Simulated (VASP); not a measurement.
# KMgF3 (Pm-3m) in VASP: a series of runs, part 2 of 2

VASP 6.6.1. Earlier steps stand in the parts before.

**5. Single point, r2SCAN**

This run uses another cell than the first one, of 13.17 Å³/atom, 1.061 times its volume.

File POSCAR:

```
KMgF3
1.0
    4.0383520677      0.0000000000      0.0000000000
    0.0000000000      4.0383520677      0.0000000000
    0.0000000000      0.0000000000      4.0383520677
K Mg F
1 1 3
Direct
    0.5000000000      0.5000000000      0.5000000000
    0.0000000000      0.0000000000      0.0000000000
    0.5000000000      0.0000000000      0.0000000000
    0.0000000000      0.5000000000      0.0000000000
    0.0000000000      0.0000000000      0.5000000000
```

File INCAR.step1:

```
SYSTEM = KMgF3
ALGO = Normal ; EDIFF = 1E-4
ENCUT = 520 ; GGA = PE
ISMEAR = 0 ; LASPH = .True.
LCHARG = .False. ; LREAL = .False.
LWAVE = .True. ; NBANDS = 24
NELM = 100 ; PREC = Accurate
SIGMA = 0.01
```

File INCAR.step2:

```
SYSTEM = KMgF3
ALGO = Normal ; EDIFF = 1E-6
ENCUT = 520 ; ISIF = 2
ISMEAR = 0 ; ISTART = 1
LASPH = .True. ; LCHARG = .False.
LMIXTAU = .True. ; LREAL = .False.
LWAVE = .False. ; METAGGA = R2SCAN
NBANDS = 24 ; NELM = 100
PREC = Accurate ; SIGMA = 0.01
```

File KPOINTS:

```
k-points
0
Gamma
  4 4 4
  0 0 0
```

Potentials or basis: VASP PAW PBE potentials, release 64 (K_sv, Mg, F).

On the command line:

```
> cat potpaw_PBE.64/K_sv/POTCAR potpaw_PBE.64/Mg/POTCAR potpaw_PBE.64/F/POTCAR > POTCAR
> cp INCAR.step1 INCAR
> mpirun -np 1 vasp_std > vasp.out
> cp INCAR.step2 INCAR
> mpirun -np 1 vasp_std > vasp.out
```

OUTCAR:

```text
SYSTEM = KMgF3
   EDIFF = 1E-6
   ENCUT = 520
   ISIF = 2
   ISMEAR = 0
   ISTART = 1
   LASPH = .True.
   LREAL = .False.
   METAGGA = R2SCAN
   NELM = 100
   PREC = Accurate

 ion  position               nearest neighbor table
   1  0.500  0.500  0.500-   3 2.86   4 2.86   5 2.86   3 2.86   4 2.86   3 2.86   5 2.86   3 2.86
                             4 2.86   5 2.86   4 2.86   5 2.86   2 3.50   2 3.50   2 3.50   2 3.50
   2  0.000  0.000  0.000-   3 2.02   4 2.02   5 2.02   5 2.02   4 2.02   3 2.02   1 3.50   1 3.50
[... 461 lines left out ...]
  -------------------------------------------------------------------------------------
  Total       -1.5065452     -1.5065452     -1.5065452      0.0000000      0.0000000     -0.0000000
  in kB      -36.6505261    -36.6505261    -36.6505261      0.0000000      0.0000000     -0.0000000
  external PRESSURE =     -36.6505261 kB  Pullay stress =       0.0000000 kB

 VOLUME and BASIS-vectors are now :
 -----------------------------------------------------------------------------
  energy-cutoff  :      520.00
  volume of cell :       65.86
      direct lattice vectors                 reciprocal lattice vectors
     4.038352068  0.000000000  0.000000000     0.247625760  0.000000000  0.000000000
     0.000000000  4.038352068  0.000000000     0.000000000  0.247625760  0.000000000
     0.000000000  0.000000000  4.038352068     0.000000000  0.000000000  0.247625760

 POSITION                                       TOTAL-FORCE (eV/Angst)
 -----------------------------------------------------------------------------------
      2.01918      2.01918      2.01918         0.000000      0.000000      0.000000
      0.00000      0.00000      0.00000         0.000000      0.000000      0.000000
      2.01918      0.00000      0.00000         0.000000      0.000000      0.000000
      0.00000      2.01918      0.00000         0.000000      0.000000      0.000000
      0.00000      0.00000      2.01918         0.000000      0.000000      0.000000
 -----------------------------------------------------------------------------------
    total drift:                                0.000000     -0.000000      0.000000

  FREE ENERGIE OF THE ION-ELECTRON SYSTEM (eV)
  ---------------------------------------------------
  free  energy   TOTEN  =       -37.3835828978 eV

  energy  without entropy=      -37.3835828978  energy(sigma->0) =      -37.38358290
```

OUTCAR.step1:

```text
SYSTEM = KMgF3
   EDIFF = 1E-4
   ENCUT = 520
   GGA = PE
   ISMEAR = 0
[... 487 lines left out ...]
      0.00000      0.00000      0.00000         0.000000      0.000000      0.000000
      2.01918      0.00000      0.00000         0.000000      0.000000      0.000000
      0.00000      2.01918      0.00000         0.000000      0.000000      0.000000
      0.00000      0.00000      2.01918         0.000000      0.000000      0.000000
 -----------------------------------------------------------------------------------
    total drift:                                0.000000     -0.000000      0.000000

  FREE ENERGIE OF THE ION-ELECTRON SYSTEM (eV)
  ---------------------------------------------------
  free  energy   TOTEN  =       -24.4486088209 eV

  energy  without entropy=      -24.4486088209  energy(sigma->0) =      -24.44860882
```

Run time: 71 s. Hardware: 1 thread of AMD EPYC 9R45 (Zen 5), shared host; peak memory 0.14 GiB.

Results:

```yaml
Free_energy: -37.3836 eV
Pressure: -3.7 GPa
Band_gap_on_the_k_mesh: 7.94 eV, indirect (least direct gap 8.26 eV)
```

Levels at points of the mesh, in eV from the valence-band top:
```
           k point  band 13  band 14  band 15  band 16  band 17  band 18  band 19  band 20
(0.00, 0.00, 0.00)    -0.60    -0.32    -0.32    -0.32     7.94    10.78    10.78    13.07
(0.50, 0.00, 0.00)    -0.82    -0.81    -0.51    -0.51    10.75    11.06    11.79    13.58
(0.50, 0.50, 0.00)    -0.97    -0.86    -0.86    -0.02    11.64    12.35    13.27    13.27
(0.50, 0.50, 0.50)    -1.08     0.00     0.00     0.00    11.21    11.21    11.21    14.84
```

Caveat: the PAW data sets were made with another functional, which shifts forces and pressure a little. A k mesh can miss the band edges.

**6. Single point, r2SCAN**

This run uses another cell than the first one, of 13.43 Å³/atom, 1.082 times its volume.

Edit POSCAR of step 5 so:

```diff
@@ -2,5 +2,5 @@
 1.0
-    4.0383520677      0.0000000000      0.0000000000
-    0.0000000000      4.0383520677      0.0000000000
-    0.0000000000      0.0000000000      4.0383520677
+    4.0640747489      0.0000000000      0.0000000000
+    0.0000000000      4.0640747489      0.0000000000
+    0.0000000000      0.0000000000      4.0640747489
 K Mg F
```

File INCAR.step1:

```
PREC = Accurate ; ENCUT = 520
ISMEAR = 0 ; SIGMA = 0.01
LREAL = F ; LASPH = T
NELM = 80 ; NBANDS = 24
GGA = PE ; ALGO = Normal
EDIFF = 1E-4 ; LWAVE = T
LCHARG = F
```

File INCAR.step2:

```
PREC = Accurate ; ENCUT = 520
EDIFF = 1E-6 ; ISMEAR = 0
SIGMA = 0.01 ; LREAL = F
LASPH = T ; NELM = 80
ALGO = Normal ; ISIF = 2
LWAVE = F ; LCHARG = T
METAGGA = R2SCAN ; LMIXTAU = T
LELF = T ; LVHAR = T
NBANDS = 24 ; ISTART = 1
```

File KPOINTS:

```
Automatic mesh
0
Gamma
  4 4 4
```

Potentials or basis: VASP PAW PBE potentials, release 64 (K_sv, Mg, F).

On the command line:

```
> cat potpaw_PBE.64/K_sv/POTCAR potpaw_PBE.64/Mg/POTCAR potpaw_PBE.64/F/POTCAR > POTCAR
> cp INCAR.step1 INCAR
> mpirun -np 1 vasp_std > vasp.out
> cp INCAR.step2 INCAR
> mpirun -np 1 vasp_std > vasp.out
```

Run time: 74 s. Hardware: 1 thread of AMD EPYC 9R45 (Zen 5), shared host; peak memory 0.14 GiB.

It converged, with:

```
Free energy            : -37.3521 eV
Pressure               : -4.8 GPa
Band gap on the k mesh : 7.80 eV, indirect (least direct gap 8.12 eV)
```

Levels at points of the mesh, in eV from the valence-band top:
```tsv
k point	band 14	band 15	band 16	band 17	band 18	band 19
(0.00, 0.00, 0.00)	-0.32	-0.32	-0.32	7.80	10.75	10.75
(0.50, 0.00, 0.00)	-0.79	-0.50	-0.50	10.63	10.87	11.74
(0.50, 0.50, 0.00)	-0.84	-0.84	-0.02	11.52	12.26	13.09
(0.50, 0.50, 0.50)	0.00	0.00	0.00	11.14	11.14	11.14
```

Caveat: the PAW data sets were made with another functional, which shifts forces and pressure a little. A k mesh can miss the band edges.

**7. Summary**

| cell | gap on the mesh (eV) | pressure (GPa) |
| --- | --- | --- |
| a = 3.959 Å, 5 atoms | 8.41 | 0.7 |
| a = 3.986 Å, 5 atoms | 8.25 | -0.9 |
| a = 4.012 Å, 5 atoms | 8.09 | -2.4 |
| a = 4.038 Å, 5 atoms | 7.94 | -3.7 |
| a = 4.064 Å, 5 atoms | 7.80 | -4.8 |

Alike in all rows: task single point; level r2SCAN; potentials or basis VASP PAW PBE potentials, release 64 (K_sv, Mg, F); no spin polarisation; k mesh 4 × 4 × 4; cutoff (eV) 520; smearing gaussian 0.01 eV.

Caveats: the PAW data sets were made with another functional, which shifts forces and pressure a little.

Total energies depend on the potentials used, so only differences within one code and one set of settings carry meaning.
